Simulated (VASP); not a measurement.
## SiC2: single point with PBE

Crystal: SiC2.

```xyz
6
Lattice="0.0000 3.2875 4.4342 2.4942 0.0000 4.4342 2.4942 3.2875 0.0000" Properties=species:S:1:pos:R:3 pbc="T T T"
Si    3.5717    3.2875    4.4342
Si    1.4166    3.2875    4.4342
C     0.7331    3.2875    2.7292
C     0.7331    3.2875    6.1392
C     4.2552    3.2875    2.7292
C     4.2552    3.2875    6.1392
```

```json
{
  "Program": "VASP 6.6.1",
  "Task": "single point",
  "Functional": "PBE",
  "Potentials or basis": "VASP PAW PBE potentials, release 64 (Si, C)",
  "Cutoff": "520 eV",
  "k mesh": "4 × 4 × 4",
  "Occupations": "gaussian, width 0.1 eV",
  "Spin": "no spin polarisation",
  "Dipole correction": "no",
  "Further INCAR settings": "ALGO = Normal; EDIFF = 1e-07; NBANDS = 21"
}
```

* Pressure: 0.0 GPa
* Largest force: 0.036 eV/Å
* Band gap on the k mesh: zero (band 12 reaches 5.60 eV, above the bottom of band 13 at 5.44 eV)

Forces on the atoms (eV/Å):
```
Si  -0.005  0.000  0.000
Si   0.005  0.000  0.000
C    0.006  0.000  0.035
C    0.006  0.000 -0.035
C   -0.006  0.000  0.035
C   -0.006  0.000 -0.035
```

Stress tensor (GPa, compression positive):
```
 0.42  0.00  0.00
 0.00 -0.44  0.00
 0.00  0.00 -0.02
```

Levels at points of the mesh, in eV from the Fermi level:
```
           k point  band 8  band 9  band 10  band 11  band 12  band 13  band 14  band 15  band 16  band 17
(0.00, 0.00, 0.00)   -4.32   -2.79    -1.70    -1.25    -0.83    -0.17     2.14     3.07     5.26     5.34
(0.50, 0.00, 0.00)   -4.49   -4.41    -3.93    -2.33    -1.10     0.96     2.92     4.03     4.06     4.70
(0.50, 0.50, 0.00)   -3.93   -3.70    -3.40    -2.70    -1.63     0.49     1.48     3.38     3.79     4.27
(0.50, 0.00, 0.50)   -7.11   -3.17    -1.49    -1.02    -1.00     0.21     3.43     3.88     5.03     5.13
(0.00, 0.50, 0.50)   -5.06   -4.66    -4.15    -3.12    -0.17     1.55     1.57     3.81     5.24     5.85
```

Run time: 18 s on 1 thread of Intel(R) Xeon(R) 6975P-C (Granite Rapids), on a shared host, peak memory 0.21 GiB.

Caveat: the k points lie up to 0.43 Å⁻¹ apart.
